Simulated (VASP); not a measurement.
# In (P6_3/mmc) in VASP: notebook

Runs on In. Level: PBEsol. Tasks: single point.

Program: VASP 6.6.1. These are calculated values, not measurements. Logs are shortened: lines on timing, memory, paths and dates and some standing lists are left out, and cuts for length are marked.

## (1) The cell of the first run

Symmetry: P6_3/mmc, No. 194, hexagonal system. The conventional cell has a = 3.303 Å, b = 3.303 Å, c = 5.450 Å, α = 90.00°, β = 90.00°, γ = 120.00°. Within 4.3 Å of In (site symmetry -6m2) lie 12 In at 3.30 to 3.33 Å.

This isn't the form of In at room conditions, which is tetragonal.

## (2) Single point, PBEsol

The input, INCAR:

```
PREC = Accurate ; ENCUT = 520
EDIFF = 1E-6 ; ISMEAR = -1
SIGMA = 0.1 ; LREAL = F
LASPH = T ; NELM = 80
ALGO = Normal ; ISIF = 2
LWAVE = F ; LCHARG = F
GGA = PS ; NBANDS = 34
```

The input, KPOINTS:

```
regular mesh
0
Gamma
  7 8 12
```

The input, POSCAR:

```
In
1.0
    0.0000000000      5.7217878879      0.0000000000
    0.0000000000      0.0000000000      5.4496538129
    3.3034757773      0.0000000000      0.0000000000
In
4
Direct
    0.3333333330      0.2500000000      0.0000000000
    0.8333333330      0.2500000000      0.5000000000
    0.1666666670      0.7500000000      0.5000000000
    0.6666666670      0.7500000000      0.0000000000
```

Potentials or basis: VASP PAW PBE potentials, release 64 (In_d).

Run with:

```
cat potpaw_PBE.64/In_d/POTCAR > POTCAR
mpirun -np 1 vasp_std > vasp.out
```

OUTCAR:

```text
PREC = Accurate
   ENCUT = 520
   EDIFF = 1E-6
   ISMEAR = -1
   LREAL = F
   LASPH = T
   NELM = 80
   ISIF = 2
   GGA = PS

 ion  position               nearest neighbor table
   1  0.333  0.250  0.000-   2 3.30   2 3.30   2 3.30   2 3.30   3 3.33   3 3.33   3 3.33   3 3.33
                             4 3.33   4 3.33
   2  0.833  0.250  0.500-   1 3.30   1 3.30   1 3.30   1 3.30   4 3.33   4 3.33   4 3.33   4 3.33
                             3 3.33   3 3.33
   3  0.167  0.750  0.500-   4 3.30   4 3.30   4 3.30   4 3.30   1 3.33   1 3.33   1 3.33   1 3.33
                             2 3.33   2 3.33
   4  0.667  0.750  0.000-   3 3.30   3 3.30   3 3.30   3 3.30   2 3.33   2 3.33   2 3.33   2 3.33
                             1 3.33   1 3.33

  LATTYP: Found a simple orthorhombic cell.
 ALAT       =     3.3034757773
 B/A-ratio  =     1.6496727024
 C/A-ratio  =     1.7320508076

  Lattice vectors:

 A1 = (  -3.3034757773,   0.0000000000,   0.0000000000)
 A2 = (   0.0000000000,   0.0000000000,   5.4496538129)
 A3 = (   0.0000000000,   5.7217878879,   0.0000000000)

Analysis of symmetry for initial positions (statically):
=====================================================================
 Subroutine PRICEL returns following result:

  LATTYP: Found a hexagonal cell.
 ALAT       =     3.3034757773
 C/A-ratio  =     1.6496727024

  Lattice vectors:

 A1 = (   1.6517378887,  -2.8608939439,   0.0000000000)
 A2 = (   1.6517378886,   2.8608939439,   0.0000000000)
 A3 = (   0.0000000000,   0.0000000000,   5.4496538129)

   2 primitive cells build up your supercell.

 Routine SETGRP: Setting up the symmetry group for a
 simple orthorhombic supercell.

 Subroutine GETGRP returns: Found  8 space group operations
 (whereof  4 operations were pure point group operations)
 out of a pool of  8 trial point group operations.

The static configuration has the point symmetry C_2h.
 The point group associated with its full space group is D_2h.

Analysis of symmetry for dynamics (positions and initial velocities):
=====================================================================
 Subroutine PRICEL returns following result:

  LATTYP: Found a hexagonal cell.
 ALAT       =     3.3034757773
 C/A-ratio  =     1.6496727024

  Lattice vectors:

 A1 = (   1.6517378887,  -2.8608939439,   0.0000000000)
 A2 = (   1.6517378886,   2.8608939439,   0.0000000000)
 A3 = (   0.0000000000,   0.0000000000,   5.4496538129)

   2 primitive cells build up your supercell.

 Routine SETGRP: Setting up the symmetry group for a
 simple orthorhombic supercell.

 Subroutine GETGRP returns: Found  8 space group operations
 (whereof  4 operations were pure point group operations)
 out of a pool of  8 trial point group operations.

The dynamic configuration has the point symmetry C_2h.
 The point group associated with its full space group is D_2h.

 Subroutine INISYM returns: Found  8 space group operations
 (whereof  4 operations are pure point group operations),
 and found     2 'primitive' translations

----------------------------------------------------------------------------------------

                                     Primitive cell

  volume of cell :      51.5041

  direct lattice vectors                    reciprocal lattice vectors
     1.651737889 -2.860893944  0.000000000     0.302711467 -0.174770547  0.000000000
     1.651737889  2.860893944  0.000000000     0.302711467  0.174770547  0.000000000
     0.000000000  0.000000000  5.449653813     0.000000000  0.000000000  0.183497894

  length of vectors
     3.303475777  3.303475777  5.449653813     0.349541094  0.349541094  0.183497894

  position of ions in fractional coordinates (direct lattice)
     0.666666667  0.333333333  0.250000000
     0.333333333  0.666666667  0.750000000

  ion indices of the primitive-cell ions
   primitive index   ion index
                 1           1
                 2           4

----------------------------------------------------------------------------------------

 KPOINTS: regular mesh

Automatic generation of k-mesh.
 Grid dimensions read from file:
 generate k-points for:    7    8   12

 Generating k-lattice:

  Cartesian coordinates                     Fractional coordinates (reciprocal lattice)
     0.000000000  0.024967221  0.000000000     0.142857143  0.000000000  0.000000000
     0.000000000  0.000000000  0.022937237     0.000000000  0.125000000  0.000000000
     0.025225956  0.000000000  0.000000000     0.000000000  0.000000000  0.083333333

  Length of vectors
     0.024967221  0.022937237  0.025225956

  Shift w.r.t. Gamma in fractional coordinates (k-lattice)
     0.000000000  0.000000000  0.000000000

 Subroutine IBZKPT returns following result:
 ===========================================

 Found    140 irreducible k-points:

 Following reciprocal coordinates:
            Coordinates               Weight
  0.000000  0.000000  0.000000      1.000000
  0.142857  0.000000  0.000000      2.000000
  0.285714  0.000000  0.000000      2.000000
  0.428571  0.000000  0.000000      2.000000
  0.000000  0.125000  0.000000      2.000000
  0.142857  0.125000  0.000000      4.000000
[... 16 lines left out ...]
  0.285714  0.000000  0.083333      4.000000
  0.428571  0.000000  0.083333      4.000000
 [... further k-points ...]
   k-points           NKPTS =    140   k-points in BZ     NKDIM =    140   number of bands    NBANDS=     34
   number of dos      NEDOS =    301   number of ions     NIONS =      4
   total plane-waves  NPLWV =  56448
   dimension x,y,z NGX =    48 NGY =   42 NGZ =   28
   dimension x,y,z NGXF=    96 NGYF=   84 NGZF=   56
   ions per type =               4
   NGX,Y,Z   is equivalent  to a cutoff of  13.95, 12.81, 14.09 a.u.
   NGXF,Y,Z  is equivalent  to a cutoff of  27.89, 25.62, 28.18 a.u.
 SYSTEM =  unknown system
   PREC   = accura    normal or accurate (medium, high low for compatibility)
   ISTART =      0    job   : 0-new  1-cont  2-samecut
   ICHARG =      2    charge: 1-file 2-atom 10-const
   ISPIN  =      1    spin polarized calculation?
   LNONCOLLINEAR =      F non collinear calculations
   LSORBIT =      F    spin-orbit coupling
   LASPH  =      T    aspherical Exc in radial PAW
   ENCUT  =  520.0 eV  38.22 Ry    6.18 a.u.  10.64 10.13  6.14*2*pi/ulx,y,z
   NELM   =     80;   NELMIN=  2; NELMDL= -5     # of ELM steps
   EDIFF  = 0.1E-05   stopping-criterion for ELM
   LREAL  =      F    real-space projection
   EDIFFG = 0.1E-04   stopping-criterion for IOM
   NSW    =      0    number of steps for IOM
   IBRION =     -1    ionic relax: 0-MD 1-quasi-New 2-CG
   NFREE  =      0    steps in history (QN), initial steepest desc. (CG)
   ISIF   =      2    stress and relaxation
   ISYM   =      2    0-nonsym 1-usesym 2-fastsym
   POTIM  = 0.5000    time-step for ionic-motion
   TEBEG  =    0.0;   TEEND  =   0.0 temperature during run
   PSTRESS=    0.0 pullay stress
   NELECT =      52.0000    total number of electrons
   NUPDOWN=      -1.0000    fix difference up-down
   EMIN   =  10.00;   EMAX   =-10.00  energy-range for DOS
   EFERMI =   0.00;   METHOD = LEGACY
   ISMEAR =    -1;   SIGMA  =   0.10  broadening in eV -4-tet -1-fermi 0-gaus
   EFERMI_NEDOS =   21; number of points for ismear=-14 and -15
   IALGO  =     38    algorithm
   IMIX   =      4    mixing-type and parameters
     AMIX     =   0.40;   BMIX     =  1.00
     AMIX_MAG =   1.60;   BMIX_MAG =  1.00
  volume/ion in A,a.u.               =      25.75       173.78
  Fermi-wavevector in a.u.,A,eV,Ry     =   1.303523  2.463301 23.118640  1.699172
  Thomas-Fermi vector in A             =   2.434519
   LORBIT       =      0    0 simple, 1 ext, 2 COOP (PROOUT), +10 PAW based schemes
   GGA     = PS    functional components
   LHFCALC =     F    Hartree Fock is set to
   AEXX    =    0.0000 exact exchange contribution
   IVDW    =     0    specifies the selected vdW correction
   LEPSILON=     F    determine dielectric tensor
   LRPA    =     F    only Hartree local field effects (RPA)
 non-spin polarized calculation
  energy-cutoff  :      520.00
  volume of cell :      103.01
 maximum number of plane-waves:      2804
 NGX is ok and might be reduce to    48
   NGX = 21   NGY = 21   NGZ = 13

 number of electron      51.9999995 magnetization

 Free energy of the ion-electron system (eV)
  ---------------------------------------------------
  ext. energy  EPLUGINS =         0.00000000
  ---------------------------------------------------
  free energy    TOTEN  =       -11.93546334 eV

  energy without entropy =      -11.87713469  energy(sigma->0) =      -11.90629901

 E-fermi :   7.5480     XC(G=0): -10.4813

 val. band max:        7.5065930822   @ k =   0.4286   0.0000   0.3333
 cond. band min:       7.5480626942   @ k =   0.4286   0.1250   0.5000
 fundamental gap:      0.0414696119
 Fermi energy:         7.5479915878

 k-point     1 :       0.0000    0.0000    0.0000
  band No.  band energies     occupation
      1      -7.2316      2.00000
      2      -7.1157      2.00000
      3      -7.0988      2.00000
      4      -7.0631      2.00000
      5      -7.0312      2.00000
      6      -7.0005      2.00000
[... 26 lines left out ...]
     33      16.0979      0.00000
     34      16.0985      0.00000

 k-point     2 :       0.1429    0.0000    0.0000
  band No.  band energies     occupation
      1      -7.2228      2.00000
      2      -7.1032      2.00000
      3      -7.0910      2.00000
      4      -7.0574      2.00000
      5      -7.0344      2.00000
      6      -6.9958      2.00000
[... 26 lines left out ...]
     33      15.4978      0.00000
     34      16.1720      0.00000

 k-point     3 :       0.2857    0.0000    0.0000
  band No.  band energies     occupation
      1      -7.1982      2.00000
      2      -7.0913      2.00000
      3      -7.0685      2.00000
      4      -7.0421      2.00000
      5      -7.0277      2.00000
      6      -6.9825      2.00000
[... 26 lines left out ...]
     33      15.4711      0.00000
     34      16.2423      0.00000

 k-point     4 :       0.4286    0.0000    0.0000
  band No.  band energies     occupation
      1      -7.1624      2.00000
      2      -7.1226      2.00000
      3      -7.0218      2.00000
      4      -7.0198      2.00000
      5      -7.0069      2.00000
      6      -6.9742      2.00000
[... 26 lines left out ...]
     33      14.7716      0.00000
     34      15.8346      0.00000

 k-point     5 :       0.0000    0.1250    0.0000
  band No.  band energies     occupation
      1      -7.2244      2.00000
      2      -7.1271      2.00000
      3      -7.0949      2.00000
      4      -7.0634      2.00000
      5      -7.0320      2.00000
      6      -7.0010      2.00000
[... 621 lines left out ...]
 k-point    22 :       0.1429    0.0000    0.0833
  band No.  band energies     occupation
      1      -7.1990      2.00000
      2      -7.1068      2.00000
      3      -7.0859      2.00000
      4      -7.0379      2.00000
      5      -7.0372      2.00000
      6      -6.9937      2.00000
[... 26 lines left out ...]
     33      15.1580      0.00000
     34      16.5391      0.00000

 k-point    23 :       0.2857    0.0000    0.0833
  band No.  band energies     occupation
      1      -7.1753      2.00000
      2      -7.0758      2.00000
      3      -7.0725      2.00000
      4      -7.0489      2.00000
      5      -7.0269      2.00000
      6      -6.9845      2.00000
[... 26 lines left out ...]
     33      15.5104      0.00000
     34      16.7541      0.00000

 k-point    24 :       0.4286    0.0000    0.0833
  band No.  band energies     occupation
      1      -7.1406      2.00000
      2      -7.1020      2.00000
      3      -7.0288      2.00000
      4      -7.0237      2.00000
      5      -7.0174      2.00000
      6      -6.9721      2.00000
[... 26 lines left out ...]
     33      15.1515      0.00000
     34      16.0725      0.00000

 [... further k-points ...]

------------------------ aborting loop because EDIFF is reached ----------------------------------------

  FORCE on cell =-STRESS in cart. coord.  units (eV):
  Direction    XX          YY          ZZ          XY          YZ          ZX
  --------------------------------------------------------------------------------------
  -------------------------------------------------------------------------------------
  Total        0.0772028     -0.0804187     -0.1486892      0.0000000     -0.0000000      0.0000000
  in kB        1.2008025     -1.2508227     -2.3126946      0.0000000     -0.0000000      0.0000000
  external PRESSURE =      -0.7875716 kB  Pullay stress =       0.0000000 kB

 VOLUME and BASIS-vectors are now :
 -----------------------------------------------------------------------------
  energy-cutoff  :      520.00
  volume of cell :      103.01
      direct lattice vectors                 reciprocal lattice vectors
     0.000000000  5.721787888  0.000000000     0.000000000  0.174770547  0.000000000
     0.000000000  0.000000000  5.449653813     0.000000000  0.000000000  0.183497894
     3.303475777  0.000000000  0.000000000     0.302711467  0.000000000  0.000000000

 POSITION                                       TOTAL-FORCE (eV/Angst)
 -----------------------------------------------------------------------------------
      0.00000      1.90726      1.36241         0.000000      0.005494      0.000000
      1.65174      4.76816      1.36241         0.000000      0.005494      0.000000
      1.65174      0.95363      4.08724        -0.000000     -0.005494     -0.000000
      0.00000      3.81453      4.08724        -0.000000     -0.005494     -0.000000
 -----------------------------------------------------------------------------------
    total drift:                               -0.000000      0.000000      0.000000

  FREE ENERGIE OF THE ION-ELECTRON SYSTEM (eV)
  ---------------------------------------------------
  free  energy   TOTEN  =       -11.9354633391 eV

  energy  without entropy=      -11.8771346870  energy(sigma->0) =      -11.90629901
```

Wall time 3.8 min (1 thread of Intel Xeon Platinum 8488C (Sapphire Rapids), shared host); peak memory 0.47 GiB.

Results:

* Free energy: -11.9355 eV
* Pressure: -0.1 GPa
* Largest force: 0.005 eV/Å
* Band gap on the k mesh: zero (bands 26 and 27 overlap by 4.74 eV)

Forces in eV/Å, atoms in the order of the input:
```
In   0.000  0.005  0.000
In   0.000  0.005  0.000
In   0.000 -0.005  0.000
In   0.000 -0.005  0.000
```

Caveat: the PAW data sets were made with another functional, which shifts forces and pressure a little; spin-orbit coupling is left out, which moves the levels of the heavy elements.

## (3) Single point, PBEsol

The input, INCAR:

```
SYSTEM = In
ALGO = Normal ; EDIFF = 1E-6
ENCUT = 520 ; GGA = PS
ISIF = 2 ; ISMEAR = -1
LASPH = .TRUE. ; LCHARG = .FALSE.
LREAL = .FALSE. ; LWAVE = .FALSE.
NBANDS = 34 ; NELM = 60
PREC = Accurate ; SIGMA = 0.1
```

The input, KPOINTS:

```
k-points
0
G
  7 8 12
  0 0 0
```

POSCAR is that of step 2.

Potentials or basis: VASP PAW PBE potentials, release 64 (In_d).

Run with:

```
cat potpaw_PBE.64/In_d/POTCAR > POTCAR
mpirun -np 1 vasp_std > vasp.out
```

It took 5.2 min on 1 thread of Intel Xeon Platinum 8488C (Sapphire Rapids), shared host; peak memory 0.47 GiB.

It converged, with:

```yaml
Free_energy: -11.9355 eV
Pressure: -0.1 GPa
Largest_force: 0.005 eV/Å
Band_gap_on_the_k_mesh: zero (bands 26 and 27 overlap by 4.74 eV)
```

Forces on the atoms (eV/Å):
```
In   0.000  0.005  0.000
In   0.000  0.005  0.000
In   0.000 -0.005  0.000
In   0.000 -0.005  0.000
```

Stress tensor (GPa, compression positive):
```
 0.12  0.00  0.00
 0.00 -0.13  0.00
 0.00  0.00 -0.23
```

Levels at points of the mesh, in eV from the Fermi level:
```
           k point  band 23  band 24  band 25  band 26  band 27  band 28  band 29  band 30
(0.00, 0.00, 0.00)    -4.47    -4.23    -3.51     0.17     0.32     0.88     2.93     4.13
(0.00, 0.50, 0.00)    -3.60    -3.60    -2.73    -2.73     2.98     2.98     5.69     5.69
(0.00, 0.00, 0.50)    -1.76    -1.76    -0.39    -0.39    -0.19    -0.19     0.42     0.42
(0.00, 0.50, 0.50)    -4.50    -4.50     0.10     0.10     0.10     0.10     1.33     1.33
```

Caveat: the PAW data sets were made with another functional, which shifts forces and pressure a little; spin-orbit coupling is left out, which moves the levels of the heavy elements.

The gap in the log of VASP goes by the Fermi energy; the results here count the filled bands.